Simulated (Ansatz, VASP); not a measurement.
NiO in VASP and in Ansatz

```
Ni O
1.0
     0.00000    2.10048    2.10048
     2.10048    0.00000    2.10048
     2.10048    2.10048    0.00000
Ni O
1 1
Direct
  0.00000 0.00000 0.00000
  0.50000 0.50000 0.50000
```

Alike in both runs: task single point; functional LDA; k mesh 8 × 8 × 8; occupations fermi-dirac, width 0.1 eV; collinear spin; Hubbard terms Ni d U = 6.2 eV.

|  | VASP | Ansatz |
| --- | --- | --- |
| version | VASP 6.6.1 | Ansatz 0.2.0 |
| potentials or method | VASP PAW LDA potentials, release 64 (Ni, O), cutoff 600 eV | PAW, plane waves, scalar-relativistic |
| valence electrons in the cell | 16 | 24 |

```csv
,VASP,Ansatz,Ansatz less VASP
pressure (GPa),-19.5,-8.8,+10.71
net moment per atom (μB),1.00,1.00,0.000
size of the moment on the site where the two differ most (μB),1.78,1.69,-0.091
```

LDA's correlation is that of Perdew and Zunger in VASP and of Perdew and Wang (1992) in Ansatz. Site moments also hang on the region over which each program counts them. The programs project onto different local orbitals, so the same U acts differently, and such runs can settle in different states. VASP's potentials hold 16 valence electrons a cell and Ansatz's 24, so a difference there can come from the potentials and not from the codes.
